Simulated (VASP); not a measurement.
# Al2O3 (P-6m2) in VASP: further runs

Runs on Al2O3. Level: PBEsol. Tasks: single point, relaxation of cell and atoms.

Everything below comes from runs of VASP 6.6.1. Logs are shortened: lines on timing, memory, paths and dates and some standing lists are left out, and cuts for length are marked.

**1. The cell of the first run**

The structure is hexagonal, space group P-6m2 (No. 187). The conventional cell has a = 2.862 Å, b = 2.862 Å, c = 9.323 Å, α = 90.00°, β = 90.00°, γ = 120.00°. Al (site symmetry 3m) has 6 O at 1.79 to 2.16 Å within 2.4 Å. Within 2.4 Å of O (site symmetry 3m) lie 3 Al at 1.79 Å. O (site symmetry -6m2) has 6 Al at 2.16 Å and 12 O at 2.64 to 2.86 Å within 2.9 Å.

**2. Single point, PBEsol**

The input, INCAR:

```
  PREC = Accurate
  ENCUT = 520
  EDIFF = 1E-7
  ISMEAR = 0
  SIGMA = 0.01
  LREAL = False
  LASPH = True
  NELM = 80
  ALGO = Normal
  ISIF = 2
  LWAVE = False
  LCHARG = True
  GGA = PS
  LELF = True
  LVHAR = True
  NBANDS = 20
```

The input, KPOINTS:

```
Automatic mesh
0
Gamma
  6 6 2
```

The input, POSCAR:

```
Al2O3
1.0
    2.8623403936     -0.0000002865      0.0000000000
   -1.4311699487      2.4788596384      0.0000000000
    0.0000000000      0.0000000000      9.3233037247
Al O
2 3
Direct
    0.0000000000      0.0000000000      0.1486989072
    0.0000000000      0.0000000000      0.8513010928
    0.3333333333      0.6666666667      0.2214794785
    0.6666666667      0.3333333333      0.0000000000
    0.3333333333      0.6666666667      0.7785205215
```

Potentials or basis: VASP PAW PBE potentials, release 64 (Al, O).

Command:

```bash
cat potpaw_PBE.64/Al/POTCAR potpaw_PBE.64/O/POTCAR > POTCAR
mpirun -np 1 vasp_std > vasp.out
```

OUTCAR:

```text
PREC = Accurate
   ENCUT = 520
   EDIFF = 1E-7
   ISMEAR = 0
   LREAL = False
   LASPH = True
   NELM = 80
   ISIF = 2
   GGA = PS

 ion  position               nearest neighbor table
   1  0.000  0.000  0.149-   3 1.79   3 1.79   3 1.79   4 2.16   4 2.16   4 2.16   2 2.77
   2  0.000  0.000  0.851-   5 1.79   5 1.79   5 1.79   4 2.16   4 2.16   4 2.16   1 2.77
   3  0.333  0.667  0.221-   1 1.79   1 1.79   1 1.79
   4  0.667  0.333  0.000-   1 2.16   2 2.16   1 2.16   2 2.16   1 2.16   2 2.16
   5  0.333  0.667  0.779-   2 1.79   2 1.79   2 1.79

  LATTYP: Found a hexagonal cell.
 ALAT       =     2.8623403936
 C/A-ratio  =     3.2572309518

  Lattice vectors:

 A1 = (   2.8623403936,  -0.0000002865,   0.0000000000)
 A2 = (  -1.4311699487,   2.4788596384,   0.0000000000)
 A3 = (   0.0000000000,   0.0000000000,   9.3233037247)

Analysis of symmetry for initial positions (statically):
=====================================================================
 Subroutine PRICEL returns:
 Original cell was already a primitive cell.

 Routine SETGRP: Setting up the symmetry group for a
 hexagonal supercell.

 Subroutine GETGRP returns: Found 12 space group operations
 (whereof 12 operations were pure point group operations)
 out of a pool of 24 trial point group operations.

The static configuration has the point symmetry D_3h.

Analysis of symmetry for dynamics (positions and initial velocities):
=====================================================================
 Subroutine PRICEL returns:
 Original cell was already a primitive cell.

 Routine SETGRP: Setting up the symmetry group for a
 hexagonal supercell.

 Subroutine GETGRP returns: Found 12 space group operations
 (whereof 12 operations were pure point group operations)
 out of a pool of 24 trial point group operations.

The dynamic configuration has the point symmetry D_3h.

 Subroutine INISYM returns: Found 12 space group operations
 (whereof 12 operations are pure point group operations),
 and found     1 'primitive' translations

----------------------------------------------------------------------------------------

                                     Primitive cell

  volume of cell :      66.1520

  direct lattice vectors                    reciprocal lattice vectors
     2.862340394 -0.000000286  0.000000000     0.349364478  0.201705629  0.000000000
    -1.431169949  2.478859638  0.000000000     0.000000040  0.403411328  0.000000000
     0.000000000  0.000000000  9.323303725     0.000000000  0.000000000  0.107258117

  length of vectors
     2.862340394  2.862340394  9.323303725     0.403411328  0.403411328  0.107258117

  position of ions in fractional coordinates (direct lattice)
     0.000000000  0.000000000  0.148698907
     0.000000000  0.000000000  0.851301093
     0.333333333  0.666666667  0.221479479
     0.666666667  0.333333333  0.000000000
     0.333333333  0.666666667  0.778520521

  ion indices of the primitive-cell ions
   primitive index   ion index
                 1           1
                 2           2
                 3           3
                 4           4
                 5           5

----------------------------------------------------------------------------------------

 KPOINTS: Automatic mesh

Automatic generation of k-mesh.
 Grid dimensions read from file:
 generate k-points for:    6    6    2

 Generating k-lattice:

  Cartesian coordinates                     Fractional coordinates (reciprocal lattice)
     0.058227413  0.033617605  0.000000000     0.166666667 -0.000000000  0.000000000
     0.000000007  0.067235221  0.000000000     0.000000000  0.166666667  0.000000000
     0.000000000  0.000000000  0.053629058     0.000000000  0.000000000  0.500000000

  Length of vectors
     0.067235221  0.067235221  0.053629058

  Shift w.r.t. Gamma in fractional coordinates (k-lattice)
     0.000000000  0.000000000  0.000000000

 Subroutine IBZKPT returns following result:
 ===========================================

 Found     14 irreducible k-points:

 Following reciprocal coordinates:
            Coordinates               Weight
  0.000000  0.000000  0.000000      1.000000
  0.166667  0.000000  0.000000      6.000000
  0.333333  0.000000  0.000000      6.000000
  0.500000  0.000000  0.000000      3.000000
  0.166667  0.166667  0.000000      6.000000
  0.333333  0.166667  0.000000     12.000000
  0.333333  0.333333  0.000000      2.000000
  0.000000  0.000000  0.500000      1.000000
  0.166667  0.000000  0.500000      6.000000
  0.333333  0.000000  0.500000      6.000000
  0.500000  0.000000  0.500000      3.000000
  0.166667  0.166667  0.500000      6.000000
  0.333333  0.166667  0.500000     12.000000
  0.333333  0.333333  0.500000      2.000000
   k-points           NKPTS =     14   k-points in BZ     NKDIM =     14   number of bands    NBANDS=     20
   number of dos      NEDOS =    301   number of ions     NIONS =      5
   total plane-waves  NPLWV =  40320
[... 121 lines left out ...]
      1     -16.9988      2.00000
      2     -16.1199      2.00000
      3     -15.3486      2.00000
      4      -4.1647      2.00000
      5      -3.4446      2.00000
      6      -2.8487      2.00000
[... 12 lines left out ...]
     19      13.5835      0.00000
     20      14.2679      0.00000

 k-point     6 :       0.3333    0.1667    0.0000
  band No.  band energies     occupation
      1     -16.1461      2.00000
      2     -15.6522      2.00000
      3     -15.3558      2.00000
      4      -4.8106      2.00000
      5      -4.6637      2.00000
      6      -3.4035      2.00000
[... 12 lines left out ...]
     19      13.8699      0.00000
     20      15.0068      0.00000

 k-point     7 :       0.3333    0.3333    0.0000
  band No.  band energies     occupation
      1     -15.6681      2.00000
      2     -15.5283      2.00000
      3     -15.4923      2.00000
      4      -4.7520      2.00000
      5      -4.3243      2.00000
      6      -3.4355      2.00000
[... 12 lines left out ...]
     19      13.9669      0.00000
     20      13.9844      0.00000

 k-point     8 :       0.0000    0.0000    0.5000
  band No.  band energies     occupation
      1     -17.9529      2.00000
      2     -16.7945      2.00000
      3     -15.6174      2.00000
      4      -4.2584      2.00000
      5      -1.2228      2.00000
      6      -0.6164      2.00000
[... 12 lines left out ...]
     19      15.8044      0.00000
     20      15.8057      0.00000

 k-point     9 :       0.1667    0.0000    0.5000
  band No.  band energies     occupation
      1     -17.6077      2.00000
      2     -16.5382      2.00000
      3     -15.4967      2.00000
      4      -4.0977      2.00000
      5      -2.2586      2.00000
      6      -1.4438      2.00000
[... 12 lines left out ...]
     19      14.0088      0.00000
     20      15.1840      0.00000

 k-point    10 :       0.3333    0.0000    0.5000
  band No.  band energies     occupation
      1     -16.7440      2.00000
      2     -15.9665      2.00000
      3     -15.3311      2.00000
      4      -4.4677      2.00000
      5      -4.3173      2.00000
      6      -2.9180      2.00000
[... 12 lines left out ...]
     19      13.7805      0.00000
     20      15.2365      0.00000

 k-point    11 :       0.5000    0.0000    0.5000
  band No.  band energies     occupation
      1     -16.0724      2.00000
      2     -15.6422      2.00000
      3     -15.4279      2.00000
      4      -5.2678      2.00000
      5      -5.0429      2.00000
      6      -3.6047      2.00000
[... 12 lines left out ...]
     19      14.4233      0.00000
     20      15.0421      0.00000

 k-point    12 :       0.1667    0.1667    0.5000
  band No.  band energies     occupation
      1     -16.9987      2.00000
      2     -16.1201      2.00000
      3     -15.3484      2.00000
      4      -4.1649      2.00000
      5      -3.4436      2.00000
      6      -2.8464      2.00000
[... 12 lines left out ...]
     19      13.3112      0.00000
     20      14.5043      0.00000

 k-point    13 :       0.3333    0.1667    0.5000
  band No.  band energies     occupation
      1     -16.1461      2.00000
      2     -15.6524      2.00000
      3     -15.3557      2.00000
      4      -4.8103      2.00000
      5      -4.6642      2.00000
      6      -3.4020      2.00000
[... 12 lines left out ...]
     19      14.0313      0.00000
     20      14.8472      0.00000

 k-point    14 :       0.3333    0.3333    0.5000
  band No.  band energies     occupation
      1     -15.6679      2.00000
      2     -15.5280      2.00000
      3     -15.4924      2.00000
      4      -4.7518      2.00000
      5      -4.3246      2.00000
      6      -3.4348      2.00000
[... 12 lines left out ...]
     19      13.9695      0.00000
     20      14.0370      0.00000

------------------------ aborting loop because EDIFF is reached ----------------------------------------

  FORCE on cell =-STRESS in cart. coord.  units (eV):
  Direction    XX          YY          ZZ          XY          YZ          ZX
  --------------------------------------------------------------------------------------
  -------------------------------------------------------------------------------------
  Total        0.1536971      0.1536971     -0.0558519     -0.0000000      0.0000000     -0.0000000
  in kB        3.7224877      3.7224877     -1.3527135     -0.0000000      0.0000000     -0.0000000
  external PRESSURE =       2.0307540 kB  Pullay stress =       0.0000000 kB

 VOLUME and BASIS-vectors are now :
 -----------------------------------------------------------------------------
  energy-cutoff  :      520.00
  volume of cell :       66.15
      direct lattice vectors                 reciprocal lattice vectors
     2.862340394 -0.000000286  0.000000000     0.349364478  0.201705629  0.000000000
    -1.431169949  2.478859638  0.000000000     0.000000040  0.403411328  0.000000000
     0.000000000  0.000000000  9.323303725     0.000000000  0.000000000  0.107258117

 POSITION                                       TOTAL-FORCE (eV/Angst)
 -----------------------------------------------------------------------------------
      0.00000      0.00000      1.38637         0.000000     -0.000000      0.029636
      0.00000      0.00000      7.93694         0.000000     -0.000000     -0.029636
      0.00000      1.65257      2.06492        -0.000000      0.000000     -0.015757
      1.43117      0.82629      0.00000        -0.000000     -0.000000      0.000000
      0.00000      1.65257      7.25838         0.000000      0.000000      0.015757
 -----------------------------------------------------------------------------------
    total drift:                                0.000000     -0.000000      0.000000

  FREE ENERGIE OF THE ION-ELECTRON SYSTEM (eV)
  ---------------------------------------------------
  free  energy   TOTEN  =       -38.1407094719 eV

  energy  without entropy=      -38.1407094719  energy(sigma->0) =      -38.14070947
```

Wall time 22 s (1 thread of Intel Xeon Platinum 8488C (Sapphire Rapids), shared host); peak memory 0.18 GiB.

What came out:

| Item | Value |
| --- | --- |
| Free energy | -38.1407 eV |
| Pressure | 0.2 GPa |
| Largest force | 0.030 eV/Å |
| Band gap on the k mesh | 4.91 eV, indirect (least direct gap 5.16 eV) |

Forces on the atoms (eV/Å):
```
Al   0.000  0.000  0.030
Al   0.000  0.000 -0.030
O    0.000  0.000 -0.016
O    0.000  0.000  0.000
O    0.000  0.000  0.016
```

Levels at points of the mesh, in eV from the valence-band top:
```csv
k point,band 9,band 10,band 11,band 12,band 13,band 14,band 15,band 16
"(0.00, 0.00, 0.00)",-1.20,-0.58,-0.58,-0.25,4.91,7.54,8.01,9.31
"(0.50, 0.00, 0.00)",-1.93,-1.05,-0.83,-0.57,7.79,8.98,9.07,11.05
"(0.00, 0.00, 0.50)",-1.20,-0.58,-0.58,-0.29,5.03,7.22,8.02,9.69
"(0.50, 0.00, 0.50)",-1.93,-1.05,-0.84,-0.56,7.80,8.94,9.12,10.85
```

Caveat: the k points lie up to 0.42 Å⁻¹ apart; the PAW data sets were made with another functional, which shifts forces and pressure a little. A hybrid or GW would open this gap; PBEsol tends to underestimate it.

**3. Single point, PBEsol**

The input, INCAR:

```
SYSTEM = Al2O3
ALGO = Normal ; EDIFF = 1E-6
ENCUT = 520 ; GGA = PS
ISIF = 2 ; ISMEAR = 0
LASPH = .True. ; LCHARG = .True.
LELF = .True. ; LREAL = .False.
LVHAR = .True. ; LWAVE = .False.
NBANDS = 20 ; NELM = 60
PREC = Accurate ; SIGMA = 0.01
```

The input, KPOINTS:

```
k-points
0
Gamma
  8 8 2
  0 0 0
```

POSCAR is that of step 2.

Potentials or basis: VASP PAW PBE potentials, release 64 (Al, O).

Command:

```bash
cat potpaw_PBE.64/Al/POTCAR potpaw_PBE.64/O/POTCAR > POTCAR
mpirun -np 1 vasp_std > vasp.out
```

Run time: 28 s. Hardware: 1 thread of Intel Xeon Platinum 8488C (Sapphire Rapids), shared host; peak memory 0.18 GiB.

The run converged. Its results:

* Free energy: -38.1414 eV
* Pressure: 0.2 GPa
* Largest force: 0.030 eV/Å
* Band gap on the k mesh: 4.91 eV, indirect (least direct gap 5.16 eV)

Forces on the atoms (eV/Å):
```
Al   0.000  0.000  0.030
Al   0.000  0.000 -0.030
O    0.000  0.000 -0.015
O    0.000  0.000  0.000
O    0.000  0.000  0.015
```

Stress tensor (GPa, compression positive):
```
 0.37  0.00  0.00
 0.00  0.37  0.00
 0.00  0.00 -0.13
```

Levels at points of the mesh, in eV from the valence-band top:
| k point | band 10 | band 11 | band 12 | band 13 | band 14 | band 15 |
| --- | --- | --- | --- | --- | --- | --- |
| (0.00, 0.00, 0.00) | -0.57 | -0.57 | -0.25 | 4.91 | 7.55 | 8.01 |
| (0.50, 0.00, 0.00) | -1.05 | -0.83 | -0.57 | 7.79 | 8.98 | 9.08 |
| (0.00, 0.00, 0.50) | -0.57 | -0.57 | -0.29 | 5.03 | 7.23 | 8.02 |
| (0.50, 0.00, 0.50) | -1.05 | -0.84 | -0.56 | 7.80 | 8.94 | 9.13 |

Caveat: the PAW data sets were made with another functional, which shifts forces and pressure a little.

**4. Relaxation of cell and atoms, PBEsol**

This run uses another cell than the first one, of 13.45 Å³/atom, 1.017 times its volume.

The input, INCAR:

```
ALGO = Normal
EDIFF = 1E-6
EDIFFG = -0.02
ENCUT = 600
GGA = PS
IBRION = 2
ISIF = 3
ISMEAR = 0
LASPH = T
LCHARG = F
LREAL = F
LWAVE = F
NELM = 100
NSW = 60
PREC = Accurate
SIGMA = 0.01
```

The input, KPOINTS:

```
k-points
0
Gamma
  6 6 2
```

The input, POSCAR:

```
Al2O3
1.0
    2.8843250000      0.0000000000      0.0000000000
   -1.4421620000      2.4978990000      0.0000000000
    0.0000000000      0.0000000000      9.3367540000
Al O
2 3
Direct
    0.0000000000      0.0000000000      0.1499920000
    0.0000000000      0.0000000000      0.8500080000
    0.3333333333      0.6666666667      0.2223170000
    0.6666666667      0.3333333333      0.0000000000
    0.3333333333      0.6666666667      0.7776830000
```

Command:

```bash
cat potpaw_PBE.64/Al/POTCAR potpaw_PBE.64/O/POTCAR > POTCAR
mpirun -np 1 vasp_std > vasp.out
```

Wall time 68 s (1 thread of Intel Xeon Platinum 8488C (Sapphire Rapids), shared host); peak memory 0.2 GiB.

The run converged. Its results:

| Item | Value |
| --- | --- |
| Free energy | -38.1521 eV |
| Relaxed volume | 13.19 Å³/atom |
| Relaxed cell | a = 2.864 Å, b = 2.864 Å, c = 9.279 Å, α = 90.00°, β = 90.00°, γ = 120.00° |
| Space group after relaxing (to 0.05 Å) | P-6m2 (No. 187) |
| Energy gained by relaxing | 2.7 meV/atom |
| Ionic steps | 5 |
| Pressure after relaxing | 0.0 GPa |
| Largest force after relaxing | 0.015 eV/Å |
| Band gap on the k mesh | 4.90 eV, indirect (least direct gap 5.15 eV) |

Forces in eV/Å, atoms in the order of the input:
```
Al   0.000  0.000  0.014
Al   0.000  0.000 -0.014
O    0.000  0.000  0.015
O    0.000  0.000  0.000
O    0.000  0.000 -0.015
```

The path:
| step | energy change (eV) | largest force (eV/Å) | pressure (GPa) | volume (Å³) |
| --- | --- | --- | --- | --- |
| 1 | 0.0000 | 0.1468 | -2.92 | 67.27 |
| 2 | -0.0011 | 0.3400 | 2.87 | 64.91 |
| 3 | -0.0123 | 0.1652 | -0.05 | 66.05 |
| 4 | -0.0127 | 0.1609 | -0.02 | 65.84 |
| 5 | -0.0133 | 0.0154 | -0.04 | 65.93 |

Final structure:
```xyz
5
Lattice="2.8644 0.0000 0.0000 -1.4322 2.4806 0.0000 0.0000 0.0000 9.2788" Properties=species:S:1:pos:R:3 pbc="T T T"
Al    0.0000    0.0000    1.3855
Al    0.0000    0.0000    7.8933
O     0.0000    1.6538    2.0612
O     1.4322    0.8269    0.0000
O     0.0000    1.6538    7.2176
```

Levels at points of the mesh, in eV from the valence-band top:
```
           k point  band 8  band 9  band 10  band 11  band 12  band 13  band 14  band 15  band 16
(0.00, 0.00, 0.00)   -1.22   -1.22    -0.58    -0.58    -0.25     4.90     7.52     7.99     9.31
(0.50, 0.00, 0.00)   -2.30   -1.95    -1.06    -0.83    -0.58     7.78     8.98     9.06    11.06
(0.00, 0.00, 0.50)   -1.22   -1.22    -0.58    -0.58    -0.30     5.02     7.20     8.00     9.70
(0.50, 0.00, 0.50)   -2.30   -1.95    -1.06    -0.84    -0.56     7.79     8.94     9.12    10.84
```

Caveat: the PAW data sets were made with another functional, which shifts forces and pressure a little.

**5. Summary**

| task | cell | k mesh | cutoff (eV) | gap on the mesh (eV) | pressure (GPa) | largest force (eV/Å) |
| --- | --- | --- | --- | --- | --- | --- |
| single point | a = 2.862, b = 2.862, c = 9.323 Å, angles 90.0, 90.0, 120.0°, 5 atoms | 6 × 6 × 2 | 520 | 4.91 | 0.2 | 0.03 |
| single point | a = 2.862, b = 2.862, c = 9.323 Å, angles 90.0, 90.0, 120.0°, 5 atoms | 8 × 8 × 2 | 520 | 4.91 | 0.2 | 0.03 |
| relaxation of cell and atoms | relaxed from a = 2.884, b = 2.884, c = 9.337 Å, angles 90.0, 90.0, 120.0°, 5 atoms | 6 × 6 × 2 | 600 | 4.90 | 0.0 | 0.02 |

Alike in all rows: level PBEsol; potentials or basis VASP PAW PBE potentials, release 64 (Al, O); no spin polarisation; smearing gaussian 0.01 eV.

Caveats: some runs use coarse meshes; the PAW data sets were made with another functional, which shifts forces and pressure a little.

Absolute energies hang on the potentials; compare differences alone.
